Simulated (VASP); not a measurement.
Write the native input for VASP 6.6.1 that does the following.

```yaml
Task: single point
Functional: r2SCAN
Potentials_or_basis: VASP PAW PBE potentials, release 64 (Al)
Cutoff: 520 eV
k_mesh: 6 × 6 × 2
Occupations: fermi-dirac, width 0.15 eV
Spin: no spin polarisation
Dipole_correction: no
Further_INCAR_settings: ALGO = Normal; EDIFF = 1e-06; NBANDS = 14
```

Al:

```
Al
1.0
     2.82708    0.00000    0.00000
    -1.41354    2.44832    0.00000
     0.00000    0.00000    9.18599
Al
4
Direct
  0.00770 0.99596 0.00119
  0.33544 0.66073 0.24984
  0.99889 0.00017 0.49987
  0.67292 0.33890 0.75096
```

The input as run:

POSCAR

```
Al
1.0
    2.8270800000      0.0000000000      0.0000000000
   -1.4135400000      2.4483200000      0.0000000000
    0.0000000000      0.0000000000      9.1859900000
Al
4
Direct
    0.0077000000      0.9959600000      0.0011900000
    0.3354355666      0.6607311332      0.2498400000
    0.9988900000      0.0001700000      0.4998700000
    0.6729200000      0.3389000000      0.7509600000
```

INCAR.step1

```
SYSTEM = Al
ALGO     = Normal         ! electronic algorithm
EDIFF    = 1E-4           ! SCF threshold, eV
ENCUT    = 520            ! plane-wave cutoff, eV
GGA      = PE             ! functional
ISMEAR   = -1             ! smearing method
LASPH    = .TRUE.         ! aspherical terms in the spheres
LCHARG   = .FALSE.        ! write CHGCAR
LREAL    = .FALSE.        ! projectors in reciprocal space
LWAVE    = .TRUE.         ! write WAVECAR
NBANDS   = 14             ! bands
NELM     = 100            ! most SCF steps
PREC     = Accurate       ! precision mode
SIGMA    = 0.15           ! smearing width, eV
```

INCAR.step2

```
SYSTEM = Al
ALGO     = Normal         ! electronic algorithm
EDIFF    = 1E-6           ! SCF threshold, eV
ENCUT    = 520            ! plane-wave cutoff, eV
ISIF     = 2              ! what is computed and relaxed
ISMEAR   = -1             ! smearing method
ISTART   = 1            
LASPH    = .TRUE.         ! aspherical terms in the spheres
LCHARG   = .FALSE.        ! write CHGCAR
LMIXTAU  = .TRUE.       
LREAL    = .FALSE.        ! projectors in reciprocal space
LWAVE    = .FALSE.        ! write WAVECAR
METAGGA  = R2SCAN         ! meta-GGA
NBANDS   = 14             ! bands
NELM     = 100            ! most SCF steps
PREC     = Accurate       ! precision mode
SIGMA    = 0.15           ! smearing width, eV
```

KPOINTS

```
k-points
0
G
  6 6 2
  0 0 0
```

Potentials or basis: VASP PAW PBE potentials, release 64 (Al).

Launch:

```sh
$ cat potpaw_PBE.64/Al/POTCAR > POTCAR
$ cp INCAR.step1 INCAR
$ mpirun -np 1 vasp_std > vasp.out
$ cp INCAR.step2 INCAR
$ mpirun -np 1 vasp_std > vasp.out
```

It gave:

```yaml
Pressure: 0.6 GPa
Largest_force: 0.055 eV/Å
Band_gap_on_the_k_mesh: zero (bands 6 and 7 overlap by 5.65 eV)
```

Caveat: the k points lie up to 0.43 Å⁻¹ apart, too coarse for converged energies and pressures of a metal; the PAW data sets were made with another functional, which shifts forces and pressure a little.

Run time: 5.2 min on 1 thread of AMD EPYC 7R13 (shared host), peak memory 0.17 GiB.
